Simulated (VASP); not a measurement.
# TaN (P1) in VASP: single point with PBEsol

Aim: the single point of TaN with PBEsol.

Program: VASP 6.6.1. These are calculated values, not measurements. Logs are shortened: lines on timing, memory, paths and dates and some standing lists are left out, and cuts for length are marked.

### Step 1. The cell of the first run

The typed cell holds 2 atoms: a = 3.158 Å, b = 3.176 Å, c = 2.999 Å, α = 59.23°, β = 58.08°, γ = 59.60°.

### Step 2. Single point, PBEsol (atoms moved at random and the cell strained at random)

Contents of INCAR:

```
SYSTEM = TaN
ALGO = Normal
EDIFF = 1E-6
ENCUT = 600
GGA = PS
GGA_COMPAT = .FALSE.
ISIF = 2
ISMEAR = 0
LASPH = .TRUE.
LCHARG = .FALSE.
LREAL = .FALSE.
LWAVE = .FALSE.
NBANDS = 16
NELM = 120
PREC = Accurate
SIGMA = 0.1
```

Contents of KPOINTS:

```
k-points
0
G
  14 14 16
  0 0 0
```

Contents of POSCAR:

```
TaN
1.0
    0.0122459800      2.2258920800      2.2407528600
    2.2219698800     -0.0158849100      2.2688837500
    2.1034758600      2.1355289500      0.1026091100
Ta N
1 1
Direct
    0.4850321248      0.4934121156      0.5221454796
    0.0149678752      0.0065878844     -0.0221454796
```

Potentials or basis: VASP PAW PBE potentials, release 64 (Ta_sv_GW, N).

The run is started by

```sh
cat potpaw_PBE.64/Ta_sv_GW/POTCAR potpaw_PBE.64/N/POTCAR > POTCAR
mpirun -np 1 vasp_std > vasp.out
```

OUTCAR:

```text
SYSTEM = TaN
   EDIFF = 1E-6
   ENCUT = 600
   GGA = PS
   ISIF = 2
   ISMEAR = 0
   LASPH = .TRUE.
   LREAL = .FALSE.
   NELM = 120
   PREC = Accurate

 ion  position               nearest neighbor table
   1  0.485  0.493  0.522-   2 2.10   2 2.12   2 2.17   2 2.22   2 2.22   2 2.30
   2  0.015  0.007  0.978-   1 2.10   1 2.12   1 2.17   1 2.22   1 2.22   1 2.30

  LATTYP: Found a triclinic cell.
 ALAT       =     2.9921675424
 B/A-ratio  =     2.4072565720
 C/A-ratio  =     1.0555679461
 COS(alpha) =     0.0010622214
 COS(beta)  =     0.5255324360
 COS(gamma) =     0.7947703650

  Lattice vectors:

 A1 = (  -2.0912298800,   0.0903631300,   2.1381437500)
 A2 = (  -4.0762117200,  -4.1965796800,   4.2018092800)
 A3 = (   0.0122459800,   2.2258920800,   2.2407528600)

Analysis of symmetry for initial positions (statically):
=====================================================================
 Subroutine PRICEL returns:
 Original cell was already a primitive cell.

 Routine SETGRP: Setting up the symmetry group for a
 triclinic supercell.

 Subroutine GETGRP returns: Found  1 space group operations
 (whereof  1 operations were pure point group operations)
 out of a pool of  2 trial point group operations.

The static configuration has the point symmetry C_1 .

Analysis of symmetry for dynamics (positions and initial velocities):
=====================================================================
 Subroutine PRICEL returns:
 Original cell was already a primitive cell.

 Routine SETGRP: Setting up the symmetry group for a
 triclinic supercell.

 Subroutine GETGRP returns: Found  1 space group operations
 (whereof  1 operations were pure point group operations)
 out of a pool of  2 trial point group operations.

The dynamic configuration has the point symmetry C_1 .

 Subroutine INISYM returns: Found  1 space group operations
 (whereof  1 operations are pure point group operations),
 and found     1 'primitive' translations

----------------------------------------------------------------------------------------

                                     Primitive cell

  volume of cell :      20.7637

  direct lattice vectors                    reciprocal lattice vectors
     0.012245980  2.225892080  2.240752860    -0.233430783  0.218869390  0.230136467
     2.221969880 -0.015884910  2.268883750     0.219459262 -0.226939474  0.224235030
     2.103475860  2.135528950  0.102609110     0.244940637  0.238449329 -0.238206551

  length of vectors
     3.158436147  3.175726051  2.999270448     0.394152932  0.387227635  0.416648964

[... 81 lines left out ...]
   LREAL  =      F    real-space projection
   EDIFFG = 0.1E-04   stopping-criterion for IOM
   NSW    =      0    number of steps for IOM
   IBRION =     -1    ionic relax: 0-MD 1-quasi-New 2-CG
   NFREE  =      0    steps in history (QN), initial steepest desc. (CG)
   ISIF   =      2    stress and relaxation
   ISYM   =      2    0-nonsym 1-usesym 2-fastsym
   POTIM  = 0.5000    time-step for ionic-motion
   TEBEG  =    0.0;   TEEND  =   0.0 temperature during run
   PSTRESS=    0.0 pullay stress
   NELECT =      18.0000    total number of electrons
   NUPDOWN=      -1.0000    fix difference up-down
   EMIN   =  10.00;   EMAX   =-10.00  energy-range for DOS
   EFERMI =   0.00;   METHOD = LEGACY
   ISMEAR =     0;   SIGMA  =   0.10  broadening in eV -4-tet -1-fermi 0-gaus
   EFERMI_NEDOS =   21; number of points for ismear=-14 and -15
   IALGO  =     38    algorithm
   IMIX   =      4    mixing-type and parameters
     AMIX     =   0.40;   BMIX     =  1.00
     AMIX_MAG =   1.60;   BMIX_MAG =  1.00
  volume/ion in A,a.u.               =      10.38        70.06
  Fermi-wavevector in a.u.,A,eV,Ry     =   1.560979  2.949823 33.152718  2.436656
  Thomas-Fermi vector in A             =   2.664112
   LORBIT       =      0    0 simple, 1 ext, 2 COOP (PROOUT), +10 PAW based schemes
   GGA     = PS    functional components
   LHFCALC =     F    Hartree Fock is set to
   AEXX    =    0.0000 exact exchange contribution
   IVDW    =     0    specifies the selected vdW correction
   LEPSILON=     F    determine dielectric tensor
   LRPA    =     F    only Hartree local field effects (RPA)
 non-spin polarized calculation
 Gauss-broadening in eV      SIGMA  =   0.10
  energy-cutoff  :      600.00
  volume of cell :       20.76
 maximum number of plane-waves:       716
 NGX is ok and might be reduce to    28
   NGX = 13   NGY = 13   NGZ = 11

 number of electron      18.0000000 magnetization

 Free energy of the ion-electron system (eV)
  ---------------------------------------------------
  ext. energy  EPLUGINS =         0.00000000
  ---------------------------------------------------
  free energy    TOTEN  =       -25.65869456 eV

  energy without entropy =      -25.65505417  energy(sigma->0) =      -25.65687436

 E-fermi :  13.8882     XC(G=0): -14.0925

 val. band max:       13.8869336579   @ k =   0.5000   0.0714   0.1875
 cond. band min:      13.8885799683   @ k =  -0.2857   0.2143   0.4375
 fundamental gap:      0.0016463104
 Fermi energy:        13.8881942818

 k-point     1 :       0.0000    0.0000    0.0000
  band No.  band energies     occupation
      1     -55.4390      2.00000
      2     -21.6860      2.00000
      3     -21.6484      2.00000
      4     -21.5110      2.00000
      5      -4.9640      2.00000
      6       9.7344      2.00000
[... 433 lines left out ...]
      3     -21.6705      2.00000
      4     -21.5583      2.00000
      5      -4.5332      2.00000
      6       7.8465      2.00000
[... 8 lines left out ...]
     15      24.4673      0.00000
     16      33.5308      0.00000

 [... further k-points ...]

------------------------ aborting loop because EDIFF is reached ----------------------------------------

  FORCE on cell =-STRESS in cart. coord.  units (eV):
  Direction    XX          YY          ZZ          XY          YZ          ZX
  --------------------------------------------------------------------------------------
  -------------------------------------------------------------------------------------
  Total        1.8476300      0.1981684      0.2537908      0.5555974     -0.3742840     -0.5722268
  in kB      142.5673026     15.2911223     19.5830707     42.8711494    -28.8805956    -44.1543109
  external PRESSURE =      59.1471652 kB  Pullay stress =       0.0000000 kB

 VOLUME and BASIS-vectors are now :
 -----------------------------------------------------------------------------
  energy-cutoff  :      600.00
  volume of cell :       20.76
      direct lattice vectors                 reciprocal lattice vectors
     0.012245980  2.225892080  2.240752860    -0.233430783  0.218869390  0.230136467
     2.221969880 -0.015884910  2.268883750     0.219459262 -0.226939474  0.224235030
     2.103475860  2.135528950  0.102609110     0.244940637  0.238449329 -0.238206551

 POSITION                                       TOTAL-FORCE (eV/Angst)
 -----------------------------------------------------------------------------------
      2.20061      2.18685      2.25991        -0.681043     -0.217541      0.717196
      2.07171      2.12145      0.14882         0.681043      0.217541     -0.717196
 -----------------------------------------------------------------------------------
    total drift:                                0.000049     -0.000014     -0.000027

  FREE ENERGIE OF THE ION-ELECTRON SYSTEM (eV)
  ---------------------------------------------------
  free  energy   TOTEN  =       -25.6586945588 eV

  energy  without entropy=      -25.6550541682  energy(sigma->0) =      -25.65687436
```

stdout:

```text
POSCAR found type information on POSCAR TaN
 POSCAR found :  2 types and       2 ions
 scaLAPACK will be used
 -----------------------------------------------------------------------------
|                                                                             |
|                                                                             |
|     You enforced a specific xc type in the INCAR file but a different       |
|     I HOPE YOU KNOW WHAT YOU ARE DOING!                                     |
|                                                                             |
 -----------------------------------------------------------------------------

 LDA part: xc-table for (Slater+PW92), standard interpolation
 POSCAR, INCAR and KPOINTS ok, starting setup
 FFT: planning ... GRIDC
 FFT: planning ... GRID_SOFT
 FFT: planning ... GRID
 WAVECAR not read
 entering main loop
```

Run time: 9 min. Hardware: 1 thread of Intel Xeon 6975P-C (Granite Rapids), shared host; peak memory 0.78 GiB.

Results:

| Property | Result |
| --- | --- |
| Free energy | -25.6587 eV |
| Pressure | 5.9 GPa |
| Largest force | 1.013 eV/Å |
| Band gap on the k mesh | zero (bands 9 and 10 overlap by 4.25 eV) |

Forces on the atoms (eV/Å):
```
Ta  -0.681 -0.218  0.717
N    0.681  0.218 -0.717
```

Stress tensor (GPa, compression positive):
```
14.26  4.29 -4.42
 4.29  1.53 -2.89
-4.42 -2.89  1.96
```

Levels at points of the mesh, in eV from the Fermi level:
| k point | band 5 | band 6 | band 7 | band 8 | band 9 | band 10 | band 11 | band 12 | band 13 | band 14 |
| --- | --- | --- | --- | --- | --- | --- | --- | --- | --- | --- |
| (0.00, 0.00, 0.00) | -18.85 | -4.15 | -4.10 | -3.76 | -2.58 | -2.14 | -1.01 | 0.37 | 0.51 | 2.13 |
| (0.50, 0.00, 0.00) | -15.70 | -10.44 | -7.90 | -7.08 | 1.26 | 1.40 | 3.53 | 3.95 | 7.59 | 8.00 |
| (0.00, 0.50, 0.00) | -15.74 | -10.48 | -7.67 | -6.93 | 1.19 | 1.48 | 3.01 | 3.97 | 7.46 | 7.75 |
| (0.50, 0.50, 0.00) | -17.55 | -6.65 | -5.74 | -4.68 | -4.03 | 2.23 | 3.57 | 3.94 | 4.69 | 7.05 |
| (0.00, 0.00, 0.50) | -15.53 | -10.34 | -8.15 | -7.99 | 2.10 | 2.59 | 2.89 | 3.93 | 8.08 | 8.48 |
| (0.50, 0.00, 0.50) | -17.56 | -6.60 | -5.98 | -4.82 | -3.70 | 2.30 | 3.59 | 3.96 | 4.85 | 7.29 |
| (0.00, 0.50, 0.50) | -17.53 | -6.44 | -5.94 | -4.74 | -4.02 | 2.20 | 3.47 | 4.05 | 4.84 | 7.31 |
| (0.50, 0.50, 0.50) | -15.70 | -10.47 | -7.79 | -6.97 | 1.06 | 1.50 | 3.27 | 3.96 | 7.49 | 7.82 |

Caveat: the cell differs from its parent crystal (atoms moved at random and the cell strained at random); the cell stands under pressure; the PAW data sets were made with another functional, which shifts forces and pressure a little; spin-orbit coupling is left out, which moves the levels of the heavy elements.
